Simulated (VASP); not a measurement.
## Al: single point with PBEsol

The system is Al.

```
Al
1.0
     0.00000    2.00772    2.00772
     2.00772    0.00000    2.00772
     2.00772    2.00772    0.00000
Al
1
Direct
  0.00000 0.00000 0.00000
```

- Program: VASP 6.6.1
- Task: single point
- Functional: PBEsol
- Potentials or basis: VASP PAW PBE potentials, release 64 (Al)
- Cutoff: 520 eV
- k mesh: 18 × 18 × 18
- Occupations: gaussian, width 0.1 eV
- Spin: no spin polarisation
- Dipole correction: no
- Further INCAR settings: ALGO = Fast; EDIFF = 1e-06; NBANDS = 8

The pressure is 0.0 GPa.

Levels at points of the mesh, in eV from the Fermi level:
```
           k point  band 1  band 2  band 3  band 4
(0.00, 0.00, 0.00)  -11.25   12.71   12.71   12.71
(0.50, 0.00, 0.00)   -4.66   -4.39   11.53   11.53
(0.50, 0.50, 0.00)   -2.96   -1.60    5.27    5.69
```

Wall time 21 s on 1 thread of AMD EPYC 7R13 Processor (Zen 3), with other jobs on the host, peak memory 0.11 GiB.

Caveat: the PAW data sets were made with another functional, which shifts forces and pressure a little.
